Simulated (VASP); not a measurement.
# Al16SiCl3 in VASP: relaxation of the atoms with PBE+D3(BJ)

Aim: the relaxation of the atoms of Al16SiCl3 with PBE+D3(BJ).

Everything below comes from runs of VASP 6.6.1. Logs are shortened: lines on timing, memory, paths and dates and some standing lists are left out, and cuts for length are marked.

### Step 1. The cell of the first run

The cell holds a slab with vacuum, 20 atoms: a = 5.632 Å, b = 5.632 Å, c = 26.599 Å, α = 90.00°, β = 90.00°, γ = 120.00°.

### Step 2. Relaxation of the atoms, PBE+D3(BJ)

Contents of INCAR:

```
ALGO = Fast ; DIPOL = 0.5 0.5 0.497
EDIFF = 1E-6 ; EDIFFG = -0.03
ENCUT = 520 ; GGA = PE
IBRION = 2 ; IDIPOL = 3
ISIF = 2 ; ISMEAR = 0
IVDW = 12 ; KPAR = 4
LASPH = T ; LCHARG = F
LDIPOL = T ; LREAL = Auto
LWAVE = F ; NELM = 60
NSW = 90 ; PREC = Accurate
SIGMA = 0.1
```

Contents of KPOINTS:

```
k-points
0
Gamma
  6 6 1
```

Contents of POSCAR:

```
Al16SiCl3
1.0
    5.6324246406      0.0000000000      0.0000000000
   -2.8162123203      4.8778228237      0.0000000000
    0.0000000000      0.0000000000     26.5994244859
Al Si Cl
16 1 3
Selective dynamics
Direct
    0.3333333333      0.1666666667      0.3195557861  F F F
    0.3333333333      0.6666666667      0.3195557861  F F F
    0.8333333333      0.1666666667      0.3195557861  F F F
    0.8333333333      0.6666666667      0.3195557861  F F F
    0.6666666667      0.3333333333      0.4060023080  F F F
    0.6666666667      0.8333333333      0.4060023080  F F F
    0.1666666667      0.3333333333      0.4060023080  F F F
    0.1666666667      0.8333333333      0.4060023080  F F F
    0.0000000000      0.5000000000      0.4919478288  T T T
    0.0000000000      0.0000000000      0.4919478288  T T T
    0.5000000000      0.5000000000      0.4919478288  T T T
    0.5000000000      0.0000000000      0.4919478288  T T T
    0.3333333333      0.6666666667      0.5795320091  T T T
    0.3333333333      0.1666666667      0.5795320091  T T T
    0.8333333333      0.6666666667      0.5795320091  T T T
    0.8333333333      0.1666666667      0.5795320091  T T T
    0.3333333333      0.6666666667      0.6667519413  T T T
    0.0997868133      0.2740930966      0.6931112068  T T T
    0.7259069034      0.8256937167      0.6931112068  T T T
    0.1743062833      0.9002131867      0.6931112068  T T T
```

Potentials or basis: VASP PAW PBE potentials, release 64 (Al, Si, Cl).

The run is started by

```sh
$ cat potpaw_PBE.64/Al/POTCAR potpaw_PBE.64/Si/POTCAR potpaw_PBE.64/Cl/POTCAR > POTCAR
$ mpirun -np 4 vasp_std > vasp.out
```

OUTCAR:

```text
EDIFF = 1E-6
   EDIFFG = -0.03
   ENCUT = 520
   GGA = PE
   IBRION = 2
   ISIF = 2
   ISMEAR = 0
   IVDW = 12
   LASPH = T
   LREAL = Auto
   NELM = 60
   NSW = 90
   PREC = Accurate
 IVDW          = 12

 ion  position               nearest neighbor table
   1  0.333  0.167  0.320-   3 2.82   3 2.82   4 2.82   2 2.82   2 2.82   4 2.82   7 2.82   5 2.82
                             8 2.82
   2  0.333  0.667  0.320-   4 2.82   4 2.82   1 2.82   1 2.82   3 2.82   3 2.82   8 2.82   6 2.82
                             7 2.82
   3  0.833  0.167  0.320-   1 2.82   1 2.82   4 2.82   4 2.82   2 2.82   2 2.82   5 2.82   7 2.82
                             6 2.82
   4  0.833  0.667  0.320-   2 2.82   2 2.82   3 2.82   3 2.82   1 2.82   1 2.82   6 2.82   8 2.82
                             5 2.82
   5  0.667  0.333  0.406-   9 2.81  12 2.81  11 2.81   7 2.82   7 2.82   6 2.82   6 2.82   8 2.82
                             8 2.82   3 2.82   1 2.82   4 2.82
   6  0.667  0.833  0.406-  10 2.81  11 2.81  12 2.81   8 2.82   8 2.82   7 2.82   5 2.82   5 2.82
                             7 2.82   4 2.82   2 2.82   3 2.82
   7  0.167  0.333  0.406-  11 2.81  10 2.81   9 2.81   5 2.82   5 2.82   6 2.82   8 2.82   8 2.82
                             6 2.82   1 2.82   3 2.82   2 2.82
   8  0.167  0.833  0.406-  12 2.81   9 2.81  10 2.81   6 2.82   6 2.82   5 2.82   7 2.82   7 2.82
                             5 2.82   2 2.82   4 2.82   1 2.82
   9  0.000  0.500  0.492-   5 2.81   8 2.81   7 2.81  11 2.82  11 2.82  12 2.82  10 2.82  10 2.82
                            12 2.82  13 2.84  16 2.84  15 2.84
  10  0.000  0.000  0.492-   6 2.81   7 2.81   8 2.81  12 2.82  12 2.82   9 2.82   9 2.82  11 2.82
                            11 2.82  14 2.84  15 2.84  16 2.84
  11  0.500  0.500  0.492-   7 2.81   6 2.81   5 2.81   9 2.82   9 2.82  12 2.82  12 2.82  10 2.82
                            10 2.82  15 2.84  14 2.84  13 2.84
  12  0.500  0.000  0.492-   8 2.81   5 2.81   6 2.81  10 2.82  10 2.82  11 2.82  11 2.82   9 2.82
                             9 2.82  16 2.84  13 2.84  14 2.84
  13  0.333  0.667  0.580-  17 2.32  15 2.82  15 2.82  14 2.82  14 2.82  16 2.82  16 2.82   9 2.84
                            12 2.84  11 2.84
  14  0.333  0.167  0.580-  16 2.82  16 2.82  13 2.82  13 2.82  15 2.82  15 2.82  10 2.84  11 2.84
                            12 2.84
  15  0.833  0.667  0.580-  13 2.82  13 2.82  16 2.82  16 2.82  14 2.82  14 2.82  11 2.84  10 2.84
                             9 2.84
  16  0.833  0.167  0.580-  14 2.82  14 2.82  15 2.82  15 2.82  13 2.82  13 2.82  12 2.84   9 2.84
                            10 2.84
  17  0.333  0.667  0.667-  20 2.05  18 2.05  19 2.05  13 2.32
  18  0.100  0.274  0.693-  17 2.05  20 2.34  19 2.34
  19  0.726  0.826  0.693-  17 2.05  20 2.34  18 2.34
  20  0.174  0.900  0.693-  17 2.05  19 2.34  18 2.34

  LATTYP: Found a hexagonal cell.
 ALAT       =     5.6324246406
 C/A-ratio  =     4.7225531069

  Lattice vectors:

 A1 = (   5.6324246406,   0.0000000000,   0.0000000000)
 A2 = (  -2.8162123203,   4.8778228237,   0.0000000000)
 A3 = (   0.0000000000,   0.0000000000,  26.5994244859)

Analysis of symmetry for initial positions (statically):
=====================================================================
 Subroutine PRICEL returns:
 Original cell was already a primitive cell.

 Routine SETGRP: Setting up the symmetry group for a
 hexagonal supercell.

 Subroutine GETGRP returns: Found  3 space group operations
 (whereof  3 operations were pure point group operations)
 out of a pool of 24 trial point group operations.

The static configuration has the point symmetry C_3 .

Analysis of symmetry for dynamics (positions and initial velocities):
=====================================================================
 Subroutine PRICEL returns:
 Original cell was already a primitive cell.

 Routine SETGRP: Setting up the symmetry group for a
 hexagonal supercell.

 Subroutine GETGRP returns: Found  3 space group operations
 (whereof  3 operations were pure point group operations)
 out of a pool of 24 trial point group operations.

The dynamic configuration has the point symmetry C_3 .

Analysis of constrained symmetry for selective dynamics:
=====================================================================
 Subroutine PRICEL returns:
 Original cell was already a primitive cell.

 Routine SETGRP: Setting up the symmetry group for a
 hexagonal supercell.

 Subroutine GETGRP returns: Found  3 space group operations
 (whereof  3 operations were pure point group operations)
 out of a pool of 24 trial point group operations.

The constrained configuration has the point symmetry C_3 .

 Subroutine INISYM returns: Found  3 space group operations
 (whereof  3 operations are pure point group operations),
 and found     1 'primitive' translations

----------------------------------------------------------------------------------------

                                     Primitive cell

  volume of cell :     730.7918

  direct lattice vectors                    reciprocal lattice vectors
     5.632424641  0.000000000  0.000000000     0.177543432  0.102504748  0.000000000
    -2.816212320  4.877822824  0.000000000     0.000000000  0.205009496  0.000000000
[... 72 lines left out ...]
 ===========================================

 Found      8 irreducible k-points:

 Following reciprocal coordinates:
            Coordinates               Weight
  0.000000  0.000000  0.000000      1.000000
  0.166667 -0.000000  0.000000      6.000000
  0.333333  0.000000  0.000000      6.000000
  0.500000  0.000000  0.000000      3.000000
  0.166667  0.166667  0.000000      6.000000
  0.333333  0.166667  0.000000      6.000000
 -0.333333  0.500000  0.000000      6.000000
  0.333333  0.333333  0.000000      2.000000
   k-points           NKPTS =      8   k-points in BZ     NKDIM =      8   number of bands    NBANDS=     47
   number of dos      NEDOS =    301   number of ions     NIONS =     20
   total plane-waves  NPLWV = 352800
   dimension x,y,z NGX =    42 NGY =   42 NGZ =  200
   dimension x,y,z NGXF=    84 NGYF=   84 NGZF=  400
   ions per type =              16   1   3
   NGX,Y,Z   is equivalent  to a cutoff of  12.40, 12.40, 12.50 a.u.
   NGXF,Y,Z  is equivalent  to a cutoff of  24.79, 24.79, 25.00 a.u.
 SYSTEM =  unknown system
   PREC   = accura    normal or accurate (medium, high low for compatibility)
   ISTART =      0    job   : 0-new  1-cont  2-samecut
   ICHARG =      2    charge: 1-file 2-atom 10-const
   ISPIN  =      1    spin polarized calculation?
   LNONCOLLINEAR =      F non collinear calculations
   LSORBIT =      F    spin-orbit coupling
   LASPH  =      T    aspherical Exc in radial PAW
   ENCUT  =  520.0 eV  38.22 Ry    6.18 a.u.  10.47 10.47 49.46*2*pi/ulx,y,z
   NELM   =     60;   NELMIN=  2; NELMDL= -5     # of ELM steps
   EDIFF  = 0.1E-05   stopping-criterion for ELM
   LREAL  =      T    real-space projection
   EDIFFG = -.3E-01   stopping-criterion for IOM
   NSW    =     90    number of steps for IOM
   IBRION =      2    ionic relax: 0-MD 1-quasi-New 2-CG
   NFREE  =      1    steps in history (QN), initial steepest desc. (CG)
   ISIF   =      2    stress and relaxation
   ISYM   =      2    0-nonsym 1-usesym 2-fastsym
   POTIM  = 0.5000    time-step for ionic-motion
   TEBEG  =    0.0;   TEEND  =   0.0 temperature during run
   PSTRESS=    0.0 pullay stress
   NELECT =      73.0000    total number of electrons
   NUPDOWN=      -1.0000    fix difference up-down
   EMIN   =  10.00;   EMAX   =-10.00  energy-range for DOS
   EFERMI =   0.00;   METHOD = LEGACY
   ISMEAR =     0;   SIGMA  =   0.10  broadening in eV -4-tet -1-fermi 0-gaus
   EFERMI_NEDOS =   21; number of points for ismear=-14 and -15
   IALGO  =     68    algorithm
   IMIX   =      4    mixing-type and parameters
     AMIX     =   0.40;   BMIX     =  1.00
     AMIX_MAG =   1.60;   BMIX_MAG =  1.00
  volume/ion in A,a.u.               =      36.54       246.58
  Fermi-wavevector in a.u.,A,eV,Ry     =   0.759599  1.435435  7.850441  0.576991
  Thomas-Fermi vector in A             =   1.858430
   LORBIT       =      0    0 simple, 1 ext, 2 COOP (PROOUT), +10 PAW based schemes
   GGA     = PE    functional components
   LHFCALC =     F    Hartree Fock is set to
   AEXX    =    0.0000 exact exchange contribution
   IVDW    =    12    specifies the selected vdW correction
   LEPSILON=     F    determine dielectric tensor
   LRPA    =     F    only Hartree local field effects (RPA)
 conjugate gradient relaxation of ions
 non-spin polarized calculation
 RMM-DIIS sequential band-by-band and
 Gauss-broadening in eV      SIGMA  =   0.10
  energy-cutoff  :      520.00
  volume of cell :      730.79
 maximum number of plane-waves:     19755
 NGX is ok and might be reduce to    42
   NGX = 21   NGY = 21   NGZ = 99

--------------------------------------- Ionic step        1  -------------------------------------------

 number of electron      73.0000001 magnetization

 Free energy of the ion-electron system (eV)
  ---------------------------------------------------
  ext. energy  EPLUGINS =         0.00000000
  ---------------------------------------------------
  free energy    TOTEN  =       -68.54857172 eV

  energy without entropy =      -68.51459640  energy(sigma->0) =      -68.53158406

------------------------ aborting loop because EDIFF is reached ----------------------------------------

 Edisp (eV)   -5.32947

 E8    (eV) :    -2.3813
[... 43 lines left out ...]
  FREE ENERGIE OF THE ION-ELECTRON SYSTEM (eV)
  ---------------------------------------------------
  free  energy   TOTEN  =       -73.8780450381 eV

  energy  without entropy=      -73.8440697137  energy(sigma->0) =      -73.86105738

 dipolmoment           0.000000      0.000000     -0.429132 electrons x Angstroem

--------------------------------------- Ionic step        2  -------------------------------------------

 number of electron      73.0000002 magnetization

------------------------ aborting loop because EDIFF is reached ----------------------------------------
[... 105 lines left out ...]
  FREE ENERGIE OF THE ION-ELECTRON SYSTEM (eV)
  ---------------------------------------------------
  free  energy   TOTEN  =       -75.1415781604 eV

  energy  without entropy=      -75.1081185388  energy(sigma->0) =      -75.12484835

[... ionic steps 4 to 22 ...]

--------------------------------------- Ionic step       23  -------------------------------------------

 number of electron      72.9999995 magnetization

------------------------ aborting loop because EDIFF is reached ----------------------------------------
[... 111 lines left out ...]
--------------------------------------- Ionic step       25  -------------------------------------------

 number of electron      72.9999997 magnetization

 dipolmoment           0.000000      0.000000      0.198912 electrons x Angstroem

 Free energy of the ion-electron system (eV)
  ---------------------------------------------------
  ext. energy  EPLUGINS =         0.00000000
  ---------------------------------------------------
  free energy    TOTEN  =       -72.20286384 eV

  energy without entropy =      -72.18088233  energy(sigma->0) =      -72.19187309

 E-fermi :   0.9805     XC(G=0):  -5.2724

 val. band max:        0.8696371395   @ k =   0.1667  -0.0000   0.0000
 cond. band min:       0.9855524565   @ k =   0.0000   0.0000   0.0000
 fundamental gap:      0.1159153170
 Fermi energy:         0.9805440525

 k-point     1 :       0.0000    0.0000    0.0000
  band No.  band energies     occupation
      1     -16.1362      2.00000
      2     -14.7535      2.00000
      3     -14.7535      2.00000
      4     -10.1348      2.00000
      5      -9.0429      2.00000
      6      -7.8048      2.00000
[... 389 lines left out ...]
     46       3.7688      0.00000
     47       3.9897      0.00000

------------------------ aborting loop because EDIFF is reached ----------------------------------------

 vacuum level on the upper side and lower side of the slab       (xc-potential included)         0.516        -0.752

 Edisp (eV)   -5.30572

 E8    (eV) :    -2.3748

  FORCE on cell =-STRESS in cart. coord.  units (eV):
  Direction    XX          YY          ZZ          XY          YZ          ZX
  --------------------------------------------------------------------------------------
  -------------------------------------------------------------------------------------
  Total       2.15420     2.15420     0.88420     0.00000     0.00000     0.00000
  in kB       4.72283     4.72283     1.93851     0.00000     0.00000     0.00000
  external pressure =        3.79 kB  Pullay stress =        0.00 kB
[... 35 lines left out ...]
  FREE ENERGIE OF THE ION-ELECTRON SYSTEM (eV)
  ---------------------------------------------------
  free  energy   TOTEN  =       -77.5085878127 eV

  energy  without entropy=      -77.4866063045  energy(sigma->0) =      -77.49759706

 reached required accuracy - stopping structural energy minimisation

 vacuum level on the upper side and lower side of the slab         6.135         4.840
```

It took 52 min on 4 MPI ranks of Oxide Virtual Turin-like, shared host; peak memory 0.95 GiB.

What came out:

- Free energy: -77.5086 eV
- Energy gained by relaxing: 181.5 meV/atom
- Ionic steps: 25
- Band gap on the k mesh: zero (an odd number of electrons rules out a gap without spin polarisation)
- Dispersion energy per atom: -0.265 eV

The path:
| step | energy change (eV) | largest force on free atoms (eV/Å) | pressure (GPa) |
| --- | --- | --- | --- |
| 1 | 0.0000 | 5.7824 | 2.43 |
| 2 | -0.0827 | 7.9010 | 4.06 |
| 3 | -1.2635 | 2.7304 | 2.70 |
| 4 | -1.8498 | 1.2921 | 2.13 |
| 5 | -1.9737 | 2.3864 | 1.76 |
| 6 | -2.3292 | 1.4173 | 1.49 |
| 7 | -2.4822 | 1.5459 | 1.20 |
| 8 | -2.8636 | 1.5821 | 0.80 |
| 9 | -3.1850 | 1.5617 | 0.17 |
| 10 | -3.4524 | 1.1957 | 0.42 |
| 11 | -3.4653 | 1.1125 | 0.50 |
| 12 | -3.5859 | 0.3403 | 0.36 |
| 13 | -3.5910 | 0.3216 | 0.34 |
| 14 | -3.6166 | 0.1462 | 0.46 |
| 15 | -3.6170 | 0.1714 | 0.48 |
| 16 | -3.6240 | 0.1018 | 0.43 |
| 17 | -3.6244 | 0.1675 | 0.41 |
| 18 | -3.6271 | 0.0679 | 0.43 |
| 19 | -3.6271 | 0.0708 | 0.43 |
| 20 | -3.6291 | 0.0403 | 0.41 |
| 21 | -3.6296 | 0.0488 | 0.39 |
| 22 | -3.6296 | 0.0619 | 0.39 |
| 23 | -3.6301 | 0.0459 | 0.40 |
| 24 | -3.6301 | 0.0457 | 0.40 |
| 25 | -3.6305 | 0.0258 | 0.38 |

Final structure:
```cif
data_structure
_symmetry_space_group_name_H-M 'P 1'
_symmetry_Int_Tables_number 1
_cell_length_a 5.6324
_cell_length_b 5.6324
_cell_length_c 26.5994
_cell_angle_alpha 90.000
_cell_angle_beta 90.000
_cell_angle_gamma 120.000
_cell_volume 730.79
loop_
_atom_site_label
_atom_site_type_symbol
_atom_site_fract_x
_atom_site_fract_y
_atom_site_fract_z
_atom_site_occupancy
Al1 Al 0.33333 0.16667 0.31956 1
Al2 Al 0.33333 0.66667 0.31956 1
Al3 Al 0.83333 0.16667 0.31956 1
Al4 Al 0.83333 0.66667 0.31956 1
Al5 Al 0.66667 0.33333 0.40600 1
Al6 Al 0.66667 0.83333 0.40600 1
Al7 Al 0.16667 0.33333 0.40600 1
Al8 Al 0.16667 0.83333 0.40600 1
Al9 Al 0.00213 0.50040 0.49090 1
Al10 Al 0.00000 0.00000 0.48984 1
Al11 Al 0.49960 0.50173 0.49090 1
Al12 Al 0.49827 0.99787 0.49090 1
Al13 Al 0.33333 0.66667 0.57822 1
Al14 Al 0.33194 0.16723 0.57688 1
Al15 Al 0.83530 0.66806 0.57688 1
Al16 Al 0.83277 0.16470 0.57688 1
Si1 Si 0.33333 0.66667 0.66975 1
Cl1 Cl 0.99749 0.33053 0.70052 1
Cl2 Cl 0.66947 0.66696 0.70052 1
Cl3 Cl 0.33304 0.00251 0.70052 1
```

The gap in the log of VASP goes by the Fermi energy; the results here count the filled bands.